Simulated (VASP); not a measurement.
Set up this calculation in VASP 6.6.1, as the native input.

```yaml
Task: single point
Functional: LDA
Potentials_or_basis: VASP PAW LDA potentials, release 64 (Li_sv, Cl)
Cutoff: 750 eV
k_mesh: 8 × 8 × 8
Occupations: gaussian, width 0.02 eV
Spin: no spin polarisation
Dipole_correction: no
Further_INCAR_settings: ALGO = Normal; EDIFF = 1e-06; NBANDS = 12
```

The structure of LiCl lies in POSCAR:

```
LiCl
1.0
    0.0000000000      2.5556807496      2.5556807496
    2.5556807496      0.0000000000      2.5556807496
    2.5556807496      2.5556807496      0.0000000000
Li Cl
1 1
Direct
    0.0000000000      0.0000000000      0.0000000000
    0.5000000000      0.5000000000      0.5000000000
```

This cell differs from its parent crystal: strained.

These files were run (other wordings do the same):

INCAR

```
PREC = Accurate ; ENCUT = 750
EDIFF = 1E-6 ; ISMEAR = 0
SIGMA = 0.02 ; LREAL = F
LASPH = T ; NELM = 120
ALGO = Normal ; ISIF = 2
LWAVE = F ; LCHARG = F
GGA = CA ; NBANDS = 12
GGA_COMPAT = F
```

KPOINTS

```
Automatic mesh
0
Gamma
  8 8 8
```

Potentials or basis: VASP PAW LDA potentials, release 64 (Li_sv, Cl).

Command:

```sh
$ cat potpaw_LDA.64/Li_sv/POTCAR potpaw_LDA.64/Cl/POTCAR > POTCAR
$ mpirun -np 1 vasp_std > vasp.out
```

Results of the run:

- Pressure: -3.0 GPa
- Band gap on the k mesh: 6.06 eV

Caveat: the cell differs from its parent crystal (strained); the cell stands under tension.

Run time: 22 s on 1 thread of Intel Xeon 8259CL, on a shared host, peak memory 0.15 GiB.
